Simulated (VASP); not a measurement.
**NiO: relaxation of cell and atoms with RPBE+D4**

The system is NiO.

```
Ni O
1.0
     0.00000    2.08590    2.08590
     2.08590    0.00000    2.08590
     2.08590    2.08590    0.00000
Ni O
1 1
Direct
  0.00000 0.00000 0.00000
  0.50000 0.50000 0.50000
```

```json
{
  "Program": "VASP 6.6.1",
  "Task": "relaxation of cell and atoms",
  "Functional": "RPBE",
  "Dispersion": "D4",
  "Potentials or basis": "VASP PAW PBE potentials, release 64 (Ni, O)",
  "Cutoff": "600 eV",
  "k mesh": "11 × 11 × 11",
  "Occupations": "fermi-dirac, width 0.05 eV",
  "Spin": "collinear spin, ferromagnetic start",
  "Starting moments": "[1.0, 0.0] μB",
  "Dipole correction": "no",
  "Further INCAR settings": "ALGO = Normal; EDIFF = 1e-06; IBRION = 2; EDIFFG = -0.02; NSW = 80; ISIF = 3"
}
```

* Relaxed volume: 9.43 Å³/atom
* Relaxed cell: a = 2.988 Å, b = 2.988 Å, c = 2.988 Å, α = 60.00°, β = 60.00°, γ = 60.00°
* Space group after relaxing (to 0.1 Å): Fm-3m (No. 225)
* Energy gained by relaxing: 75.8 meV/atom
* Ionic steps: 15
* Pressure after relaxing: -0.2 GPa
* Net moment: 1.87 μB per cell
* Site moments: Ni +1.53; O +0.29 μB
* Valence electrons inside the program's atomic spheres: Ni 8.90; O 4.98
* Dispersion energy per atom: -0.725 eV

Step by step:
```tsv
step	energy change (eV)	largest force (eV/Å)	pressure (GPa)	volume (Å³)
1	0.0000	0.0000	3.31	18.15
2	-0.0135	0.0000	59.52	18.65
3	-0.0743	0.0000	-13.82	20.20
4	-0.0998	0.0000	-11.67	19.88
5	-0.1376	0.0000	-7.51	19.26
6	-0.1497	0.0000	-4.86	18.95
7	-0.1466	0.0000	37.44	18.80
8	-0.1503	0.0000	-4.61	18.93
9	-0.1516	0.0000	-0.52	18.87
10	-0.1515	0.0000	2.49	18.85
11	-0.1405	0.0000	-7.09	19.19
12	-0.1501	0.0000	-4.67	18.94
13	-0.1515	0.0000	-2.36	18.88
14	-0.1516	0.0000	-0.48	18.87
15	-0.1516	0.0000	-0.20	18.86
```

Final structure:
```
Ni O
1.0
     0.00000    2.11286    2.11286
     2.11286    0.00000    2.11286
     2.11286    2.11286    0.00000
Ni O
1 1
Direct
  0.00000 0.00000 0.00000
  0.50000 0.50000 0.50000
```

Levels at points of the mesh, in eV from the Fermi level:
Spin up:
| k point | band 6 | band 7 | band 8 | band 9 | band 10 | band 11 | band 12 | band 13 |
| --- | --- | --- | --- | --- | --- | --- | --- | --- |
| (0.00, 0.00, 0.00) | -2.80 | -2.65 | -2.65 | -2.65 | 1.41 | 17.83 | 18.71 | 18.71 |
Spin down:
| k point | band 4 | band 5 | band 6 | band 7 | band 8 | band 9 | band 10 | band 11 |
| --- | --- | --- | --- | --- | --- | --- | --- | --- |
| (0.00, 0.00, 0.00) | -2.24 | -1.79 | -1.79 | -1.79 | -0.41 | -0.41 | 1.77 | 17.72 |

Run time: 110 s on 1 thread of Intel(R) Xeon(R) 6975P-C (Granite Rapids) (shared host), peak memory 0.17 GiB.

Caveat: the PAW data sets were made with another functional, which shifts forces and pressure a little; a cell with one magnetic atom can't hold antiferromagnetic order, which such compounds often take; semilocal functionals often make such compounds metallic where correlation or magnetic order opens a gap, which also shifts bond lengths. With open d or f shells a metallic result of RPBE can be an artefact of self-interaction; +U or a hybrid may open a gap.
